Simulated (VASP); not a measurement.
Write the native input for VASP 6.6.1 that does the following.

* Task: single point
* Functional: PBE
* Potentials or basis: VASP PAW PBE potentials, release 64 (Bi_d)
* Cutoff: 520 eV
* k mesh: 7 × 7 × 7
* Occupations: fermi-dirac, width 0.05 eV
* Spin: no spin polarisation
* Dipole correction: no
* Further INCAR settings: ALGO = Normal; EDIFF = 1e-07; NBANDS = 22

The structure of Bi lies in POSCAR:

```
Bi
1.0
    2.2522814206      1.3003552845      3.9115696734
   -2.2522814206      1.3003552845      3.9115696734
    0.0000000000     -2.6007105690      3.9115696734
Bi
2
Direct
    0.7660000000      0.7660000000      0.7660000000
    0.2340000000      0.2340000000      0.2340000000
```

One way to write it, as run:

INCAR

```
SYSTEM = Bi
  PREC = Accurate
  ENCUT = 520
  EDIFF = 1E-7
  ISMEAR = -1
  SIGMA = 0.05
  LREAL = .FALSE.
  LASPH = .TRUE.
  NELM = 60
  ALGO = Normal
  ISIF = 2
  LWAVE = .FALSE.
  LCHARG = .FALSE.
  GGA = PE
  NBANDS = 22
```

KPOINTS

```
Automatic mesh
0
G
  7 7 7
  0 0 0
```

Potentials or basis: VASP PAW PBE potentials, release 64 (Bi_d).

Command:

```bash
$ cat potpaw_PBE.64/Bi_d/POTCAR > POTCAR
$ mpirun -np 1 vasp_std > vasp.out
```

Results of the run:

```yaml
Pressure: 3.2 GPa
Largest_force: 0.303 eV/Å
Band_gap_on_the_k_mesh: 0.28 eV, indirect (least direct gap 0.54 eV)
```

Caveat: spin-orbit coupling is left out, which moves the levels of the heavy elements.

It took 21 s on 1 thread of Intel(R) Xeon(R) 6975P-C (Granite Rapids), on a shared host, peak memory 0.23 GiB.
